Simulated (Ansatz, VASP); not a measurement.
# Two plane-wave programs on KBr

```
K Br
1.0
     0.00000    3.24311    3.24311
     3.24311    0.00000    3.24311
     3.24311    3.24311    0.00000
K Br
1 1
Direct
  0.00000 0.00000 0.00000
  0.50000 0.50000 0.50000
```

Change from the starting cell: strain -0.015 along x and y, -0.015 along z, atoms carried along.

Alike in both runs: task single point; functional r2SCAN; k mesh 6 × 6 × 6; occupations gaussian, width 0.05 eV; no spin polarisation.

|  | VASP | Ansatz |
| --- | --- | --- |
| version | VASP 6.6.1 | Ansatz 0.2.0 |
| potentials or method | VASP PAW PBE potentials, release 64 (K_sv, Br), cutoff 520 eV | scalar-relativistic, plane waves, PAW |
| valence electrons in the cell | 16 | 16 |

```tsv
	VASP	Ansatz	Ansatz less VASP
gap on the k mesh at the Fermi level (eV)	5.23	5.23	-0.003
least direct gap on the mesh (eV)	5.23	5.23	-0.003
pressure (GPa)	1.0	1.0	0.00
```

VASP's potentials were made for PBE, not for r2SCAN.
